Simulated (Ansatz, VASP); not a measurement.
## One calculation of TaN, two programs

```
Ta N
1.0
     2.93800   -0.01469   -0.01469
    -1.48172    2.55173   -0.00538
    -0.01442   -0.01442    2.88300
Ta N
1 1
Direct
  0.33333 0.66667 0.50000
  0.00000 0.00000 0.00000
```

Change from the starting cell: equal xy, yz and zx shear strains of -1 %, crystal datasets.

Alike in both runs: task electric field gradients; functional PBEsol; k mesh 12 × 12 × 10; occupations fermi-dirac, width 0.02 eV; no spin polarisation.

|  | VASP | Ansatz |
| --- | --- | --- |
| version | VASP 6.6.1 | Ansatz 0.2.0 |
| potentials or method | VASP PAW PBE potentials, release 64 (Ta_pv, N), cutoff 520 eV | all-electron PAW with datasets made for the crystal, scalar-relativistic |

|  | VASP | Ansatz | Ansatz less VASP |
| --- | --- | --- | --- |
| pressure (GPa) | -4.0 | -4.7 | -0.70 |
| traceless stress, the component that is largest in VASP (GPa) | 2.49 | 2.45 | -0.036 |
| rms of the force components (eV/Å) | 0.013 | 0.011 | -0.0011 |
| size of Vzz on the site where it differs most (V/Å²) | 39.6 | 68.1 | +28.56 |

VASP's potentials were made for PBE, not for PBEsol. Atom by atom the forces differ by 0.001 eV/Å (rms over components). One of these differences is far larger than is usual between the two programs; its cause wasn't traced. Ansatz ran all-electron here, and VASP with PAW potentials.

Spin-orbit coupling is off throughout.
